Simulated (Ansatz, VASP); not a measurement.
Sc: VASP beside Ansatz

INCAR

```
PREC     = Accurate       # precision mode
ENCUT    = 520            # plane-wave cutoff, eV
EDIFF    = 1E-6           # SCF threshold, eV
ISMEAR   = 0              # smearing method
SIGMA    = 0.15           # smearing width, eV
LREAL    = False          # projectors in reciprocal space
LASPH    = True           # aspherical terms in the spheres
NELM     = 100            # most SCF steps
ALGO     = Fast           # electronic algorithm
ISIF     = 2              # what is computed and relaxed
LWAVE    = False          # write WAVECAR
LCHARG   = False          # write CHGCAR
NBANDS   = 18             # bands
```

KPOINTS

```
regular mesh
0
Gamma
  18 18 10
```

Contents of POSCAR:

```
Sc
1.0
    3.4080618342      0.0000000000      0.0000000000
   -1.7040309171      2.9514681261      0.0000000000
    0.0000000000      0.0000000000      5.1099600000
Sc
2
Direct
    0.3333333333      0.6666666667      0.2500000000
    0.6666666667      0.3333333333      0.7500000000
```

Input for Ansatz:

```yaml
crystal:
  lattice:
    - [3.4080618342, 0.0, 0.0]
    - [-1.7040309171, 2.9514681261, 0.0]
    - [0.0, 0.0, 5.10996]
  atoms:
    - { symbol: Sc, position: [0.3333333333, 0.6666666667, 0.25] }
    - { symbol: Sc, position: [0.6666666667, 0.3333333333, 0.75] }
basis:
  ecutwfc: 420
kpoints:
  mp_grid: { grid: [18, 18, 10] }
hamiltonian:
  xc: lda
scf:
  occupations: { method: gaussian, width: 0.15 }
output:
  forces: true
  stress: true
  eigenvalues: true
```

Change from the starting cell: strain +0.030 along x and y, -0.030 along z, atoms carried along.

Alike in both runs: task single point; functional LDA; k mesh 18 × 18 × 10; occupations gaussian, width 0.15 eV; no spin polarisation.

```csv
,VASP,Ansatz
version,VASP 6.6.1,Ansatz 0.2.0
potentials or method,"VASP PAW LDA potentials, release 64 (Sc_sv), cutoff 520 eV","scalar-relativistic, plane waves, PAW"
valence electrons in the cell,22,22
```

Ansatz gave:

- gap on the k mesh at the Fermi level (eV): none
- pressure (GPa): -6.5
- traceless stress, the component that is largest in VASP (GPa): 1.49

Question: Estimate VASP's values.

Answer: gap on the k mesh at the Fermi level (eV): none; pressure (GPa): -6.4; traceless stress, the component that is largest in VASP (GPa): 1.49.

LDA's correlation is that of Perdew and Zunger in VASP and of Perdew and Wang (1992) in Ansatz. A gap of «none» marks a metal or a gap that the smearing closes.
